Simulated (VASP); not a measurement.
# SiC (Moissanite 3C) (F-43m) in VASP: notebook, part 2 of 2

VASP 6.6.1. Earlier steps stand in the parts before.

## Step 3: Single point, BLYP+D4

This run uses another cell than the first one, of 10.76 Å³/atom, 0.981 times its volume.

The input, INCAR:

```
SYSTEM = SiC
AGGAC = 1.0
AGGAX = 1.0
ALDAC = 0.0
ALDAX = 1.0
ALGO = Normal
EDIFF = 1E-6
ENCUT = 600
GGA = B5
GGA_COMPAT = .FALSE.
ISIF = 2
ISMEAR = -1
IVDW = 13
LASPH = .TRUE.
LCHARG = .FALSE.
LREAL = .FALSE.
LWAVE = .FALSE.
NBANDS = 11
NELM = 120
PREC = Accurate
SIGMA = 0.05
VDW_A1 = 0.44488865
VDW_A2 = 4.0933009
VDW_S6 = 1.0
VDW_S8 = 2.34076671
```

The input, KPOINTS:

```
k-points
0
G
  10 10 10
  0 0 0
```

The input, POSCAR:

```
SiC
1.0
    0.0000000000      2.2076743409      2.2076743409
    2.2076743409      0.0000000000      2.2076743409
    2.2076743409      2.2076743409      0.0000000000
Si C
1 1
Direct
    0.0000000000      0.0000000000      0.0000000000
    0.7500000000      0.7500000000      0.7500000000
```

Potentials or basis: VASP PAW PBE potentials, release 64 (Si, C).

On the command line:

```console
$ cat potpaw_PBE.64/Si/POTCAR potpaw_PBE.64/C/POTCAR > POTCAR
$ mpirun -np 1 vasp_std > vasp.out
```

OUTCAR:

```text
SYSTEM = SiC
   EDIFF = 1E-6
   ENCUT = 600
   GGA = B5
   ISIF = 2
   ISMEAR = -1
   IVDW = 13
   LASPH = .TRUE.
   LREAL = .FALSE.
   NELM = 120
   PREC = Accurate

 ion  position               nearest neighbor table
   1  0.000  0.000  0.000-   2 1.91   2 1.91   2 1.91   2 1.91
   2  0.750  0.750  0.750-   1 1.91   1 1.91   1 1.91   1 1.91

  LATTYP: Found a face centered cubic cell.
 ALAT       =     4.4153486818

  Lattice vectors:

 A1 = (   0.0000000000,   2.2076743409,   2.2076743409)
 A2 = (   2.2076743409,   0.0000000000,   2.2076743409)
 A3 = (   2.2076743409,   2.2076743409,   0.0000000000)

Analysis of symmetry for initial positions (statically):
=====================================================================
 Subroutine PRICEL returns:
 Original cell was already a primitive cell.

 Routine SETGRP: Setting up the symmetry group for a
 face centered cubic supercell.

 Subroutine GETGRP returns: Found 24 space group operations
 (whereof 24 operations were pure point group operations)
 out of a pool of 48 trial point group operations.

The static configuration has the point symmetry T_d .

Analysis of symmetry for dynamics (positions and initial velocities):
=====================================================================
 Subroutine PRICEL returns:
 Original cell was already a primitive cell.

 Routine SETGRP: Setting up the symmetry group for a
 face centered cubic supercell.

 Subroutine GETGRP returns: Found 24 space group operations
 (whereof 24 operations were pure point group operations)
 out of a pool of 48 trial point group operations.

The dynamic configuration has the point symmetry T_d .

 Subroutine INISYM returns: Found 24 space group operations
 (whereof 24 operations are pure point group operations),
 and found     1 'primitive' translations

----------------------------------------------------------------------------------------

                                     Primitive cell

  volume of cell :      21.5196

  direct lattice vectors                    reciprocal lattice vectors
     0.000000000  2.207674341  2.207674341    -0.226482679  0.226482679  0.226482679
     2.207674341  0.000000000  2.207674341     0.226482679 -0.226482679  0.226482679
     2.207674341  2.207674341  0.000000000     0.226482679  0.226482679 -0.226482679

  length of vectors
     3.122122994  3.122122994  3.122122994     0.392279508  0.392279508  0.392279508

  position of ions in fractional coordinates (direct lattice)
     0.000000000  0.000000000  0.000000000
     0.750000000  0.750000000  0.750000000

  ion indices of the primitive-cell ions
   primitive index   ion index
                 1           1
                 2           2

----------------------------------------------------------------------------------------

 KPOINTS: k-points

Automatic generation of k-mesh.
 Grid dimensions read from file:
 generate k-points for:   10   10   10

 Generating k-lattice:

  Cartesian coordinates                     Fractional coordinates (reciprocal lattice)
    -0.022648268  0.022648268  0.022648268     0.100000000  0.000000000  0.000000000
     0.022648268 -0.022648268  0.022648268     0.000000000  0.100000000  0.000000000
     0.022648268  0.022648268 -0.022648268     0.000000000  0.000000000  0.100000000

  Length of vectors
     0.039227951  0.039227951  0.039227951

  Shift w.r.t. Gamma in fractional coordinates (k-lattice)
     0.000000000  0.000000000  0.000000000

 Subroutine IBZKPT returns following result:
 ===========================================

 Found     47 irreducible k-points:

 Following reciprocal coordinates:
            Coordinates               Weight
  0.000000  0.000000  0.000000      1.000000
  0.100000  0.000000  0.000000      8.000000
  0.200000  0.000000  0.000000      8.000000
  0.300000  0.000000  0.000000      8.000000
  0.400000  0.000000  0.000000      8.000000
  0.500000  0.000000  0.000000      4.000000
[... 16 lines left out ...]
  0.300000  0.300000  0.000000      6.000000
  0.400000  0.300000  0.000000     24.000000
 [... further k-points ...]
   k-points           NKPTS =     47   k-points in BZ     NKDIM =     47   number of bands    NBANDS=     11
   number of dos      NEDOS =    301   number of ions     NIONS =      2
   total plane-waves  NPLWV =  21952
   dimension x,y,z NGX =    28 NGY =   28 NGZ =   28
   dimension x,y,z NGXF=    56 NGYF=   56 NGZF=   56
   ions per type =               1   1
   NGX,Y,Z   is equivalent  to a cutoff of  14.91, 14.91, 14.91 a.u.
   NGXF,Y,Z  is equivalent  to a cutoff of  29.82, 29.82, 29.82 a.u.
 SYSTEM =  SiC
   PREC   = accura    normal or accurate (medium, high low for compatibility)
   ISTART =      0    job   : 0-new  1-cont  2-samecut
   ICHARG =      2    charge: 1-file 2-atom 10-const
   ISPIN  =      1    spin polarized calculation?
   LNONCOLLINEAR =      F non collinear calculations
   LSORBIT =      F    spin-orbit coupling
   LASPH  =      T    aspherical Exc in radial PAW
   ENCUT  =  600.0 eV  44.10 Ry    6.64 a.u.   6.24  6.24  6.24*2*pi/ulx,y,z
   NELM   =    120;   NELMIN=  2; NELMDL= -5     # of ELM steps
   EDIFF  = 0.1E-05   stopping-criterion for ELM
   LREAL  =      F    real-space projection
   EDIFFG = 0.1E-04   stopping-criterion for IOM
   NSW    =      0    number of steps for IOM
   IBRION =     -1    ionic relax: 0-MD 1-quasi-New 2-CG
   NFREE  =      0    steps in history (QN), initial steepest desc. (CG)
   ISIF   =      2    stress and relaxation
   ISYM   =      2    0-nonsym 1-usesym 2-fastsym
   POTIM  = 0.5000    time-step for ionic-motion
   TEBEG  =    0.0;   TEEND  =   0.0 temperature during run
   PSTRESS=    0.0 pullay stress
   NELECT =       8.0000    total number of electrons
   NUPDOWN=      -1.0000    fix difference up-down
   EMIN   =  10.00;   EMAX   =-10.00  energy-range for DOS
   EFERMI =   0.00;   METHOD = LEGACY
   ISMEAR =    -1;   SIGMA  =   0.05  broadening in eV -4-tet -1-fermi 0-gaus
   EFERMI_NEDOS =   21; number of points for ismear=-14 and -15
   IALGO  =     38    algorithm
   IMIX   =      4    mixing-type and parameters
     AMIX     =   0.40;   BMIX     =  1.00
     AMIX_MAG =   1.60;   BMIX_MAG =  1.00
  volume/ion in A,a.u.               =      10.76        72.61
  Fermi-wavevector in a.u.,A,eV,Ry     =   1.177136  2.224464 18.852888  1.385648
  Thomas-Fermi vector in A             =   2.313487
   LORBIT       =      0    0 simple, 1 ext, 2 COOP (PROOUT), +10 PAW based schemes
   GGA     = B5    functional components
   LHFCALC =     F    Hartree Fock is set to
   AEXX    =    0.0000 exact exchange contribution
   IVDW    =    13    specifies the selected vdW correction
   LEPSILON=     F    determine dielectric tensor
   LRPA    =     F    only Hartree local field effects (RPA)
 non-spin polarized calculation
  energy-cutoff  :      600.00
  volume of cell :       21.52
 maximum number of plane-waves:       728
 NGX is ok and might be reduce to    28
   NGX = 13   NGY = 13   NGZ = 13

 number of electron       8.0000000 magnetization

 Free energy of the ion-electron system (eV)
  ---------------------------------------------------
  ext. energy  EPLUGINS =         0.00000000
  ---------------------------------------------------
  free energy    TOTEN  =       -13.66861684 eV

  energy without entropy =      -13.66861684  energy(sigma->0) =      -13.66861684

 E-fermi :   8.9739     XC(G=0): -10.4857

 val. band max:        8.0827340622   @ k =   0.0000   0.0000   0.0000
 cond. band min:       9.8152781823   @ k =   0.5000   0.5000   0.0000
 fundamental gap:      1.7325441201
 Fermi energy:         8.9739459037

 k-point     1 :       0.0000    0.0000    0.0000
  band No.  band energies     occupation
      1      -6.8864      2.00000
      2       8.0827      2.00000
      3       8.0827      2.00000
      4       8.0827      2.00000
      5      14.0260      0.00000
      6      15.2016      0.00000
      7      15.2016      0.00000
      8      15.2016      0.00000
      9      22.5758      0.00000
     10      22.5758      0.00000
     11      24.2174      0.00000
[... 309 lines left out ...]
 k-point    24 :       0.4000    0.3000    0.0000
  band No.  band energies     occupation
      1      -3.8794      2.00000
      2       2.5947      2.00000
      3       5.0799      2.00000
      4       5.5650      2.00000
      5      11.2109      0.00000
      6      13.7399      0.00000
      7      19.3569      0.00000
      8      19.7098      0.00000
      9      21.4771      0.00000
     10      26.0033      0.00000
     11      28.8937      0.00000

 [... further k-points ...]

------------------------ aborting loop because EDIFF is reached ----------------------------------------

  DFT-D4 for vdW energy calculation

  Edisp (eV):   -1.23864

  FORCE on cell =-STRESS in cart. coord.  units (eV):
  Direction    XX          YY          ZZ          XY          YZ          ZX
  --------------------------------------------------------------------------------------
  -------------------------------------------------------------------------------------
  Total      -1.07465    -1.07465    -1.07465    -0.00000    -0.00000    -0.00000
  in kB     -80.00986   -80.00986   -80.00986    -0.00000    -0.00000    -0.00000
  external pressure =      -80.01 kB  Pullay stress =        0.00 kB

 VOLUME and BASIS-vectors are now :
 -----------------------------------------------------------------------------
  energy-cutoff  :      600.00
  volume of cell :       21.52
      direct lattice vectors                 reciprocal lattice vectors
     0.000000000  2.207674341  2.207674341    -0.226482679  0.226482679  0.226482679
     2.207674341  0.000000000  2.207674341     0.226482679 -0.226482679  0.226482679
     2.207674341  2.207674341  0.000000000     0.226482679  0.226482679 -0.226482679

 POSITION                                       TOTAL-FORCE (eV/Angst)
 -----------------------------------------------------------------------------------
      0.00000      0.00000      0.00000        -0.000000      0.000000      0.000000
      3.31151      3.31151      3.31151         0.000000     -0.000000     -0.000000
 -----------------------------------------------------------------------------------
    total drift:                                0.000000      0.000000      0.000000

  FREE ENERGIE OF THE ION-ELECTRON SYSTEM (eV)
  ---------------------------------------------------
  free  energy   TOTEN  =       -14.9072533496 eV

  energy  without entropy=      -14.9072533491  energy(sigma->0) =      -14.90725335
```

OSZICAR:

```text
N       E                     dE             d eps       ncg     rms          rms(c)
DAV:   1     0.734033183133E+01    0.73403E+01   -0.41934E+03  1050   0.685E+02
DAV:   2    -0.149818352126E+02   -0.22322E+02   -0.21438E+02  1271   0.118E+02
DAV:   3    -0.157255172943E+02   -0.74368E+00   -0.74179E+00  1271   0.183E+01
DAV:   4    -0.157288981631E+02   -0.33809E-02   -0.33806E-02  1201   0.154E+00
DAV:   5    -0.157289156844E+02   -0.17521E-04   -0.17521E-04  1270   0.106E-01    0.834E+00
DAV:   6    -0.136954952513E+02    0.20334E+01   -0.82737E+00  1145   0.128E+01    0.319E+00
DAV:   7    -0.136730794255E+02    0.22416E-01   -0.36850E-01  1241   0.363E+00    0.164E+00
DAV:   8    -0.136684597875E+02    0.46196E-02   -0.34000E-02  1193   0.121E+00    0.204E-01
DAV:   9    -0.136685256902E+02   -0.65903E-04   -0.18463E-03  1317   0.255E-01    0.124E-01
DAV:  10    -0.136686118000E+02   -0.86110E-04   -0.43045E-04  1136   0.119E-01    0.262E-02
DAV:  11    -0.136686164450E+02   -0.46450E-05   -0.74126E-05  1235   0.468E-02    0.172E-02
DAV:  12    -0.136686168402E+02   -0.39524E-06   -0.50146E-06  1208   0.124E-02
   1 F= -.14907253E+02 E0= -.14907253E+02  d E =-.485774E-09
```

stdout:

```text
POSCAR found type information on POSCAR SiC
 POSCAR found :  2 types and       2 ions
 scaLAPACK will be used
 -----------------------------------------------------------------------------
|                                                                             |
|                                                                             |
|     You enforced a specific xc type in the INCAR file but a different       |
|     I HOPE YOU KNOW WHAT YOU ARE DOING!                                     |
|                                                                             |
 -----------------------------------------------------------------------------

 LDA part: xc-table for (Slater(with rela. corr.)+VWN5), standard interpolation
 POSCAR, INCAR and KPOINTS ok, starting setup
 FFT: planning ... GRIDC
 FFT: planning ... GRID_SOFT
 FFT: planning ... GRID
 WAVECAR not read
 entering main loop
```

Run time: 18 s. Hardware: 1 thread of Intel Xeon 6975P-C, shared host; peak memory 0.15 GiB.

What came out:

* Free energy: -14.9073 eV
* Pressure: -8.0 GPa
* Band gap on the k mesh: 1.73 eV, indirect (least direct gap 4.79 eV)
* Dispersion energy per atom: -0.619 eV

Levels at points of the mesh, in eV from the valence-band top:
```tsv
k point	band 1	band 2	band 3	band 4	band 5	band 6	band 7	band 8
(0.00, 0.00, 0.00)	-14.97	0.00	0.00	0.00	5.94	7.12	7.12	7.12
(0.50, 0.00, 0.00)	-11.60	-8.17	-1.04	-1.04	5.20	7.24	7.24	10.11
(0.50, 0.50, 0.00)	-10.19	-7.60	-3.06	-3.06	1.73	4.40	13.62	13.62
```

Caveat: the PAW data sets were made with another functional, which shifts forces and pressure a little. A k mesh can miss the band edges.

## Step 4: Single point, BLYP+D4

The input, INCAR:

```
AGGAC    = 1.0          
AGGAX    = 1.0          
ALDAC    = 0.0          
ALDAX    = 1.0          
ALGO     = Normal         # electronic algorithm
EDIFF    = 1E-6           # SCF threshold, eV
ENCUT    = 600            # plane-wave cutoff, eV
GGA      = B5             # functional
GGA_COMPAT= F            
ISIF     = 2              # what is computed and relaxed
ISMEAR   = -1             # smearing method
IVDW     = 13             # dispersion correction
LASPH    = T              # aspherical terms in the spheres
LCHARG   = F              # write CHGCAR
LREAL    = F              # projectors in reciprocal space
LWAVE    = F              # write WAVECAR
NBANDS   = 11             # bands
NELM     = 120            # most SCF steps
PREC     = Accurate       # precision mode
SIGMA    = 0.05           # smearing width, eV
VDW_A1   = 0.44488865   
VDW_A2   = 4.0933009    
VDW_S6   = 1.0          
VDW_S8   = 2.34076671
```

The input, KPOINTS:

```
k-points
0
Gamma
  10 10 10
```

The input, POSCAR:

```
SiC
1.0
    0.0000000000      2.2217363401      2.2217363401
    2.2217363401      0.0000000000      2.2217363401
    2.2217363401      2.2217363401      0.0000000000
Si C
1 1
Direct
    0.0000000000      0.0000000000      0.0000000000
    0.7500000000      0.7500000000      0.7500000000
```

On the command line:

```console
$ cat potpaw_PBE.64/Si/POTCAR potpaw_PBE.64/C/POTCAR > POTCAR
$ mpirun -np 1 vasp_std > vasp.out
```

Run time: 14 s. Hardware: 1 thread of Intel Xeon 6975P-C, shared host; peak memory 0.16 GiB.

It converged, with:

```
Free energy                : -14.8827 eV
Pressure                   : -11.2 GPa
Band gap on the k mesh     : 1.74 eV, indirect (least direct gap 4.76 eV)
Dispersion energy per atom : -0.609 eV
```

Levels at points of the mesh, in eV from the valence-band top:
```tsv
k point	band 1	band 2	band 3	band 4	band 5	band 6	band 7	band 8
(0.00, 0.00, 0.00)	-14.83	0.00	0.00	0.00	5.71	6.99	6.99	6.99
(0.50, 0.00, 0.00)	-11.53	-8.08	-1.03	-1.03	5.03	7.16	7.16	10.00
(0.50, 0.50, 0.00)	-10.13	-7.55	-3.02	-3.02	1.74	4.33	13.40	13.40
```

Caveat: the PAW data sets were made with another functional, which shifts forces and pressure a little. A k mesh can miss the band edges.

## Step 5: Single point, r2SCAN+rVV10

This run uses another cell than the first one, of 9.73 Å³/atom, 0.887 times its volume.

The input, POSCAR:

```
SiC
1.0
    0.0000000000      2.1345181309      2.1345181309
    2.1345181309      0.0000000000      2.1345181309
    2.1345181309      2.1345181309      0.0000000000
Si C
1 1
Direct
    0.0000000000      0.0000000000      0.0000000000
    0.7500000000      0.7500000000      0.7500000000
```

The input, INCAR.step1:

```
SYSTEM = SiC
ALGO = Normal
EDIFF = 1E-5
ENCUT = 660
GGA = PE
GGA_COMPAT = .FALSE.
ISMEAR = -1
LASPH = .TRUE.
LCHARG = .FALSE.
LREAL = .FALSE.
LWAVE = .TRUE.
NBANDS = 11
NELM = 120
PREC = Accurate
SIGMA = 0.05
```

The input, INCAR.step2:

```
SYSTEM = SiC
ALGO = Normal
BPARAM = 11.95
CPARAM = 0.0093
EDIFF = 1E-6
ENCUT = 660
GGA_COMPAT = .FALSE.
ISIF = 2
ISMEAR = -1
ISTART = 1
IVDW_NL = 2
LASPH = .TRUE.
LCHARG = .TRUE.
LELF = .TRUE.
LMIXTAU = .TRUE.
LREAL = .FALSE.
LUSE_VDW = .TRUE.
LVHAR = .TRUE.
LWAVE = .FALSE.
METAGGA = R2SCAN
NBANDS = 11
NELM = 120
PREC = Accurate
SIGMA = 0.05
```

The input, KPOINTS:

```
k-points
0
G
  10 10 10
  0 0 0
```

On the command line:

```console
$ cat potpaw_PBE.64/Si/POTCAR potpaw_PBE.64/C/POTCAR > POTCAR
$ cp INCAR.step1 INCAR
$ mpirun -np 1 vasp_std > vasp.out
$ cp INCAR.step2 INCAR
$ mpirun -np 1 vasp_std > vasp.out
```

Wall time 56 s (1 thread of Intel Xeon 6975P-C, shared host); peak memory 0.26 GiB.

The run converged. Its results:

| Property | Result |
| --- | --- |
| Free energy | -19.1762 eV |
| Pressure | 14.4 GPa |
| Band gap on the k mesh | 1.65 eV, indirect (least direct gap 5.11 eV) |

Levels at points of the mesh, in eV from the valence-band top:
```
           k point  band 1  band 2  band 3  band 4  band 5  band 6  band 7  band 8  band 9
(0.00, 0.00, 0.00)  -16.69    0.00    0.00    0.00    7.59    8.32    8.32    8.32   15.59
(0.50, 0.00, 0.00)  -12.82   -9.18   -1.12   -1.12    6.58    8.01    8.01   11.30   18.21
(0.50, 0.50, 0.00)  -11.29   -8.26   -3.46   -3.46    1.65    5.04   15.90   15.90   16.88
```

Caveat: the PAW data sets were made with another functional, which shifts forces and pressure a little.

## Step 6: Single point, r2SCAN+rVV10

This run uses another cell than the first one, of 9.93 Å³/atom, 0.906 times its volume.

The input, POSCAR:

```
SiC
1.0
    0.0000000000      2.1495504440      2.1495504440
    2.1495504440      0.0000000000      2.1495504440
    2.1495504440      2.1495504440      0.0000000000
Si C
1 1
Direct
    0.0000000000      0.0000000000      0.0000000000
    0.7500000000      0.7500000000      0.7500000000
```

The input, INCAR.step1:

```
PREC = Accurate ; ENCUT = 660
ISMEAR = -1 ; SIGMA = 0.05
LREAL = F ; LASPH = T
NELM = 120 ; NBANDS = 11
GGA = PE ; ALGO = Normal
EDIFF = 1E-5 ; LWAVE = T
LCHARG = F ; GGA_COMPAT = F
```

The input, INCAR.step2:

```
PREC = Accurate ; ENCUT = 660
EDIFF = 1E-6 ; ISMEAR = -1
SIGMA = 0.05 ; LREAL = F
LASPH = T ; NELM = 120
ALGO = Normal ; ISIF = 2
LWAVE = F ; LCHARG = F
METAGGA = R2SCAN ; LMIXTAU = T
LUSE_VDW = T ; IVDW_NL = 2
BPARAM = 11.95 ; CPARAM = 0.0093
NBANDS = 11 ; ISTART = 1
GGA_COMPAT = F
```

The input, KPOINTS:

```
Automatic mesh
0
Gamma
  10 10 10
```

Potentials or basis: VASP PAW PBE potentials, release 64 (Si, C).

On the command line:

```console
$ cat potpaw_PBE.64/Si/POTCAR potpaw_PBE.64/C/POTCAR > POTCAR
$ cp INCAR.step1 INCAR
$ mpirun -np 1 vasp_std > vasp.out
$ cp INCAR.step2 INCAR
$ mpirun -np 1 vasp_std > vasp.out
```

Run time: 64 s. Hardware: 1 thread of Intel Xeon 6975P-C, shared host; peak memory 0.26 GiB.

Results (log left out):

* Free energy: -19.2066 eV
* Pressure: 8.7 GPa
* Band gap on the k mesh: 1.67 eV, indirect (least direct gap 5.08 eV)

Levels at points of the mesh, in eV from the valence-band top:
```tsv
k point	band 1	band 2	band 3	band 4	band 5	band 6	band 7	band 8	band 9
(0.00, 0.00, 0.00)	-16.52	0.00	0.00	0.00	7.33	8.15	8.15	8.15	15.46
(0.50, 0.00, 0.00)	-12.73	-9.06	-1.12	-1.12	6.37	7.92	7.92	11.17	17.92
(0.50, 0.50, 0.00)	-11.22	-8.19	-3.42	-3.42	1.67	4.96	15.63	15.63	16.57
```

Caveat: the PAW data sets were made with another functional, which shifts forces and pressure a little. r2SCAN opens gaps a little over a GGA but as a rule still falls short of measured ones.

## Step 7: Summary

```tsv
level	cell	cutoff (eV)	gap on the mesh (eV)	pressure (GPa)
revPBE+D3(BJ)	a = 3.142 Å, angles 60.0°, 2 atoms	600	1.41	-15.1
BLYP+D4	a = 3.122 Å, angles 60.0°, 2 atoms	600	1.73	-8.0
BLYP+D4	a = 3.142 Å, angles 60.0°, 2 atoms	600	1.74	-11.2
r2SCAN+rVV10	a = 3.019 Å, angles 60.0°, 2 atoms	660	1.65	14.4
r2SCAN+rVV10	a = 3.040 Å, angles 60.0°, 2 atoms	660	1.67	8.7
```

Alike in all rows: task single point; potentials or basis VASP PAW PBE potentials, release 64 (Si, C); no spin polarisation; k mesh 10 × 10 × 10; smearing fermi-dirac 0.05 eV.

Caveats: the PAW data sets were made with another functional, which shifts forces and pressure a little.

Absolute energies hang on the potentials; compare differences alone.
